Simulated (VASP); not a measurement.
Wanted: the native input for a VASP 6.6.1 run.

| Property | Result |
| --- | --- |
| Task | single point |
| Functional | revPBE |
| Dispersion | D3(BJ) |
| Potentials or basis | VASP PAW PBE potentials, release 64 (Sn_d, O) |
| Cutoff | 520 eV |
| k mesh | 7 × 7 × 6 |
| Occupations | fermi-dirac, width 0.05 eV |
| Spin | no spin polarisation |
| Dipole correction | no |
| Further INCAR settings | ALGO = Normal; EDIFF = 1e-06; NBANDS = 28 |

The structure of SnO lies in POSCAR:

```
SnO
1.0
    3.8353859958      0.0000000000      0.0000000000
    0.0000000000      3.8353859958      0.0000000000
    0.0000000000      0.0000000000      4.6726477316
Sn O
2 2
Direct
    0.5000000000      0.0000000000      0.7511864512
    0.0000000000      0.5000000000      0.2488135488
    0.0000000000      0.0000000000      0.0000000000
    0.5000000000      0.5000000000      0.0000000000
```

One way to write it, as run:

INCAR

```
PREC = Accurate
ENCUT = 520
EDIFF = 1E-6
ISMEAR = -1
SIGMA = 0.05
LREAL = False
LASPH = True
NELM = 100
ALGO = Normal
ISIF = 2
LWAVE = False
LCHARG = False
GGA = RE
IVDW = 12
NBANDS = 28
```

KPOINTS

```
regular mesh
0
Gamma
  7 7 6
```

Potentials or basis: VASP PAW PBE potentials, release 64 (Sn_d, O).

Command:

```sh
$ cat potpaw_PBE.64/Sn_d/POTCAR potpaw_PBE.64/O/POTCAR > POTCAR
$ mpirun -np 1 vasp_std > vasp.out
```

It gave:

The pressure is 0.2 GPa. The largest force is 0.079 eV/Å and the band gap on the k mesh is 0.09 eV, indirect (least direct gap 1.86 eV). The dispersion energy per atom is -0.455 eV.

Caveat: the PAW data sets were made with another functional, which shifts forces and pressure a little; spin-orbit coupling is left out, which moves the levels of the heavy elements.

It took 54 s on 1 thread of Intel(R) Xeon(R) Platinum 8375C CPU @ 2.90GHz (Ice Lake) (shared host), peak memory 0.22 GiB.
